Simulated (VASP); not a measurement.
# P in VASP: a series of runs

Runs on P. Level: LDA. Tasks: single point.

Everything below comes from runs of VASP 6.6.1. Logs are shortened: lines on timing, memory, paths and dates and some standing lists are left out, and cuts for length are marked.

### 1 The cell of the first run

The cell holds a slab with vacuum, 4 atoms: a = 3.376 Å, b = 35.839 Å, c = 4.382 Å, α = 90.00°, β = 90.00°, γ = 90.00°.

### 2 Single point, LDA

File INCAR:

```
SYSTEM = P
PREC = Accurate
ENCUT = 520
EDIFF = 1E-6
ISMEAR = 0
SIGMA = 0.05
LREAL = .False.
LASPH = .True.
NELM = 100
ALGO = Normal
ISIF = 2
LWAVE = .False.
LCHARG = .True.
LELF = .True.
LVHAR = .True.
NBANDS = 18
```

File KPOINTS:

```
regular mesh
0
Gamma
  10 1 8
  0 0 0
```

File POSCAR:

```
P
1.0
    3.3762753915      0.0000000000      0.0000000000
    0.0000000000     35.8394318856      0.0000000000
    0.0000000000      0.0000000000      4.3816233729
P
4
Direct
    0.0000000000      0.9702614300      0.5921507200
    0.0000000000      0.0297385700      0.4078492800
    0.5000000000      0.0297385700      0.0921507200
    0.5000000000      0.9702614300      0.9078492800
```

Potentials or basis: VASP PAW LDA potentials, release 64 (P).

Command:

```bash
cat potpaw_LDA.64/P/POTCAR > POTCAR
mpirun -np 1 vasp_std > vasp.out
```

OUTCAR:

```text
SYSTEM = P
   PREC = Accurate
   ENCUT = 520
   EDIFF = 1E-6
   ISMEAR = 0
   LREAL = .False.
   LASPH = .True.
   NELM = 100
   ISIF = 2

 ion  position               nearest neighbor table
   1  0.000  0.970  0.592-   4 2.18   4 2.18   2 2.28
   2  0.000  0.030  0.408-   3 2.18   3 2.18   1 2.28
   3  0.500  0.030  0.092-   2 2.18   2 2.18   4 2.28
   4  0.500  0.970  0.908-   1 2.18   1 2.18   3 2.28

  LATTYP: Found a simple orthorhombic cell.
 ALAT       =     3.3762753915
 B/A-ratio  =     1.2977683586
 C/A-ratio  =    10.6150795566

  Lattice vectors:

 A1 = (  -3.3762753915,   0.0000000000,   0.0000000000)
 A2 = (   0.0000000000,   0.0000000000,   4.3816233729)
 A3 = (   0.0000000000,  35.8394318856,   0.0000000000)

Analysis of symmetry for initial positions (statically):
=====================================================================
 Subroutine PRICEL returns:
 Original cell was already a primitive cell.

 Routine SETGRP: Setting up the symmetry group for a
 simple orthorhombic supercell.

 Subroutine GETGRP returns: Found  8 space group operations
 (whereof  4 operations were pure point group operations)
 out of a pool of  8 trial point group operations.

The static configuration has the point symmetry C_2h.
 The point group associated with its full space group is D_2h.

Analysis of symmetry for dynamics (positions and initial velocities):
=====================================================================
 Subroutine PRICEL returns:
 Original cell was already a primitive cell.

 Routine SETGRP: Setting up the symmetry group for a
 simple orthorhombic supercell.

 Subroutine GETGRP returns: Found  8 space group operations
 (whereof  4 operations were pure point group operations)
 out of a pool of  8 trial point group operations.

The dynamic configuration has the point symmetry C_2h.
 The point group associated with its full space group is D_2h.

 Subroutine INISYM returns: Found  8 space group operations
 (whereof  4 operations are pure point group operations),
 and found     1 'primitive' translations

----------------------------------------------------------------------------------------

                                     Primitive cell

  volume of cell :     530.1930

[... 84 lines left out ...]
   ISTART =      0    job   : 0-new  1-cont  2-samecut
   ICHARG =      2    charge: 1-file 2-atom 10-const
   ISPIN  =      1    spin polarized calculation?
   LNONCOLLINEAR =      F non collinear calculations
   LSORBIT =      F    spin-orbit coupling
   LASPH  =      T    aspherical Exc in radial PAW
   ENCUT  =  520.0 eV  38.22 Ry    6.18 a.u.   6.28 66.64  8.15*2*pi/ulx,y,z
   NELM   =    100;   NELMIN=  2; NELMDL= -5     # of ELM steps
   EDIFF  = 0.1E-05   stopping-criterion for ELM
   LREAL  =      F    real-space projection
   EDIFFG = 0.1E-04   stopping-criterion for IOM
   NSW    =      0    number of steps for IOM
   IBRION =     -1    ionic relax: 0-MD 1-quasi-New 2-CG
   NFREE  =      0    steps in history (QN), initial steepest desc. (CG)
   ISIF   =      2    stress and relaxation
   ISYM   =      2    0-nonsym 1-usesym 2-fastsym
   POTIM  = 0.5000    time-step for ionic-motion
   TEBEG  =    0.0;   TEEND  =   0.0 temperature during run
   PSTRESS=    0.0 pullay stress
   NELECT =      20.0000    total number of electrons
   NUPDOWN=      -1.0000    fix difference up-down
   EMIN   =  10.00;   EMAX   =-10.00  energy-range for DOS
   EFERMI =   0.00;   METHOD = LEGACY
   ISMEAR =     0;   SIGMA  =   0.05  broadening in eV -4-tet -1-fermi 0-gaus
   EFERMI_NEDOS =   21; number of points for ismear=-14 and -15
   IALGO  =     38    algorithm
   IMIX   =      4    mixing-type and parameters
     AMIX     =   0.40;   BMIX     =  1.00
     AMIX_MAG =   1.60;   BMIX_MAG =  1.00
  volume/ion in A,a.u.               =     132.55       894.48
  Fermi-wavevector in a.u.,A,eV,Ry     =   0.549044  1.037542  4.101461  0.301449
  Thomas-Fermi vector in A             =   1.580001
   LORBIT       =      0    0 simple, 1 ext, 2 COOP (PROOUT), +10 PAW based schemes
   GGA     = CA    functional components
   LHFCALC =     F    Hartree Fock is set to
   AEXX    =    0.0000 exact exchange contribution
   IVDW    =     0    specifies the selected vdW correction
   LEPSILON=     F    determine dielectric tensor
   LRPA    =     F    only Hartree local field effects (RPA)
 non-spin polarized calculation
 Gauss-broadening in eV      SIGMA  =   0.05
  energy-cutoff  :      520.00
  volume of cell :      530.19
 maximum number of plane-waves:     14342
 NGX is ok and might be reduce to    28
   NGX = 13   NGY =133   NGZ = 17

 number of electron      20.0000000 magnetization

 Free energy of the ion-electron system (eV)
  ---------------------------------------------------
  ext. energy  EPLUGINS =         0.00000000
  ---------------------------------------------------
  free energy    TOTEN  =       -23.63165674 eV

  energy without entropy =      -23.63165674  energy(sigma->0) =      -23.63165674

 E-fermi :  -3.1270     XC(G=0):  -1.7867

 val. band max:       -3.3564000840   @ k =   0.1000   0.0000   0.0000
 cond. band min:      -2.9173610699   @ k =   0.0000   0.0000   0.0000
 fundamental gap:      0.4390390140
 Fermi energy:        -3.1269942043

 k-point     1 :       0.0000    0.0000    0.0000
  band No.  band energies     occupation
      1     -18.6882      2.00000
      2     -16.2559      2.00000
      3     -12.2055      2.00000
      4      -9.3285      2.00000
      5      -7.9558      2.00000
      6      -7.8543      2.00000
[... 481 lines left out ...]
      5      -8.7458      2.00000
      6      -8.7458      2.00000
[... 10 lines left out ...]
     17       2.6169      0.00000
     18       2.6169      0.00000

 [... further k-points ...]
[... 5 lines left out ...]
  --------------------------------------------------------------------------------------
  -------------------------------------------------------------------------------------
  Total       -2.4735123     -1.6370337      0.9531768      0.0000000      0.0000000      0.0000000
  in kB       -7.4746459     -4.9469118      2.8803815      0.0000000      0.0000000      0.0000000
  external PRESSURE =      -3.1803921 kB  Pullay stress =       0.0000000 kB

 VOLUME and BASIS-vectors are now :
 -----------------------------------------------------------------------------
  energy-cutoff  :      520.00
  volume of cell :      530.19
      direct lattice vectors                 reciprocal lattice vectors
     3.376275392  0.000000000  0.000000000     0.296184370  0.000000000  0.000000000
     0.000000000 35.839431886  0.000000000     0.000000000  0.027902228  0.000000000
     0.000000000  0.000000000  4.381623373     0.000000000  0.000000000  0.228225914

 POSITION                                       TOTAL-FORCE (eV/Angst)
 -----------------------------------------------------------------------------------
      0.00000     34.77362      2.59458        -0.000000      0.380445     -0.855053
      0.00000      1.06581      1.78704         0.000000     -0.380445      0.855053
      1.68814      1.06581      0.40377        -0.000000     -0.380445     -0.855053
      1.68814     34.77362      3.97785         0.000000      0.380445      0.855053
 -----------------------------------------------------------------------------------
    total drift:                               -0.000000      0.000000     -0.000000

  FREE ENERGIE OF THE ION-ELECTRON SYSTEM (eV)
  ---------------------------------------------------
  free  energy   TOTEN  =       -23.6316567441 eV

  energy  without entropy=      -23.6316567441  energy(sigma->0) =      -23.63165674
```

OSZICAR:

```text
N       E                     dE             d eps       ncg     rms          rms(c)
DAV:   1     0.139848610651E+03    0.13985E+03   -0.54867E+03  1080   0.719E+02
DAV:   2    -0.469583738806E+01   -0.14454E+03   -0.13467E+03  1788   0.131E+02
DAV:   3    -0.235018952812E+02   -0.18806E+02   -0.18715E+02  1482   0.581E+01
[... 13 lines left out ...]
DAV:  17    -0.236316147913E+02   -0.12992E-04   -0.20695E-07  1226   0.193E-03    0.807E-04
DAV:  18    -0.236316441405E+02   -0.29349E-04   -0.81848E-07  1026   0.254E-03    0.576E-03
DAV:  19    -0.236316486072E+02   -0.44666E-05   -0.66997E-08  1184   0.838E-04    0.446E-03
DAV:  20    -0.236316541129E+02   -0.55057E-05   -0.11763E-07  1052   0.980E-04    0.287E-03
DAV:  21    -0.236316558727E+02   -0.17598E-05   -0.28697E-08  1046   0.468E-04    0.219E-03
DAV:  22    -0.236316567441E+02   -0.87143E-06   -0.11514E-08   988   0.302E-04
   1 F= -.23631657E+02 E0= -.23631657E+02  d E =-.870104E-11
```

stdout:

```text
POSCAR found type information on POSCAR P
 POSCAR found :  1 types and       4 ions
 scaLAPACK will be used
 LDA part: xc-table for (Slater(with rela. corr.)+CA(PZ))
 , standard interpolation
 POSCAR, INCAR and KPOINTS ok, starting setup
 FFT: planning ... GRIDC
 FFT: planning ... GRID_SOFT
 FFT: planning ... GRID
 WAVECAR not read
 entering main loop
```

It took 9.4 min on 1 thread of Oxide Virtual Turin-like, shared host; peak memory 0.51 GiB.

Results:

| Property | Result |
| --- | --- |
| Free energy | -23.6317 eV |
| Largest force | 0.936 eV/Å |
| Band gap on the k mesh | 0.44 eV, indirect (least direct gap 0.46 eV) |

Forces in eV/Å, atoms in the order of the input:
```
P    0.000  0.380 -0.855
P    0.000 -0.380  0.855
P    0.000 -0.380 -0.855
P    0.000  0.380  0.855
```

### 3 Single point, LDA

This run uses another cell than the first one, of the same volume but with other edges.

File INCAR:

```
SYSTEM = P
PREC     = Accurate       ! precision mode
ENCUT    = 520            ! plane-wave cutoff, eV
EDIFF    = 1E-6           ! SCF threshold, eV
ISMEAR   = 0              ! smearing method
SIGMA    = 0.05           ! smearing width, eV
LREAL    = .FALSE.        ! projectors in reciprocal space
LASPH    = .TRUE.         ! aspherical terms in the spheres
NELM     = 60             ! most SCF steps
ALGO     = Normal         ! electronic algorithm
ISIF     = 2              ! what is computed and relaxed
LWAVE    = .FALSE.        ! write WAVECAR
LCHARG   = .FALSE.        ! write CHGCAR
NBANDS   = 18             ! bands
```

File KPOINTS:

```
Automatic mesh
0
G
  10 1 8
  0 0 0
```

File POSCAR:

```
P
1.0
    3.1810432758      0.0000000000      0.0000000000
    0.0000000000     33.7670274454      0.0000000000
    0.0000000000      0.0000000000      4.9359598279
P
4
Direct
    0.0000000000      0.9702614300      0.5921507200
    0.0000000000      0.0297385700      0.4078492800
    0.5000000000      0.0297385700      0.0921507200
    0.5000000000      0.9702614300      0.9078492800
```

Potentials or basis: VASP PAW LDA potentials, release 64 (P).

Command:

```bash
cat potpaw_LDA.64/P/POTCAR > POTCAR
mpirun -np 1 vasp_std > vasp.out
```

Wall time 9.6 min (1 thread of Oxide Virtual Turin-like, shared host); peak memory 0.46 GiB.

Results (log left out):

```yaml
Free_energy: -23.5579 eV
Largest_force: 0.838 eV/Å
Band_gap_on_the_k_mesh: 0.98 eV, indirect (least direct gap 1.36 eV)
```

Forces on the atoms (eV/Å):
```
P    0.000 -0.288  0.787
P    0.000  0.288 -0.787
P    0.000  0.288  0.787
P    0.000 -0.288 -0.787
```

Levels at points of the mesh, in eV from the valence-band top:
```tsv
k point	band 8	band 9	band 10	band 11	band 12	band 13
(0.00, 0.00, 0.00)	-1.45	-0.76	-0.02	1.34	2.49	3.33
(0.50, 0.00, 0.00)	-2.60	-1.66	-1.66	1.08	1.08	2.30
(0.00, 0.00, 0.50)	-1.73	-1.67	-1.67	2.86	2.86	3.87
(0.50, 0.00, 0.50)	-4.22	-0.64	-0.64	2.38	2.38	3.22
```
